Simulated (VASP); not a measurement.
Runs of VASP 6.6.1 on Be. The structure is that of space group Im-3m (No. 229), or close to it. The cells are those of the table. 

```tsv
task	cell	k mesh for the DOS	occupations for the DOS	gap on the mesh (eV)	pressure (GPa)
single point	a = 2.430, b = 3.370, c = 3.370 Å, 4 atoms	-	-	none	9.5
single point	a = 2.482, b = 3.439, c = 3.439 Å, 4 atoms	-	-	none	0.2
single point	a = 2.457, b = 3.405, c = 3.405 Å, 4 atoms	-	-	none	4.5
single point	a = 2.376, b = 3.298, c = 3.298 Å, 4 atoms	-	-	none	21.6
single point	a = 2.564, b = 3.549, c = 3.549 Å, 4 atoms	-	-	none	-10.8
single point	a = 2.531, b = 3.507, c = 3.507 Å, 4 atoms	-	-	none	(a)
single point	a = 2.403, b = 3.334, c = 3.334 Å, 4 atoms	-	-	none	(b)
```

Alike in all rows: level PBE+D3(BJ); potentials or basis VASP PAW PBE potentials, release 64 (Be); no spin polarisation; k mesh 16 × 12 × 12; cutoff (eV) 520; smearing gaussian 0.1 eV.

Problem. Estimate the missing entries.

Solution. (a) -7.0; (b) 15.1.

Caveats: pairwise dispersion overbinds metals, which lowers pressure and volume.

A gap of «none» marks levels without a gap at the run's occupations.
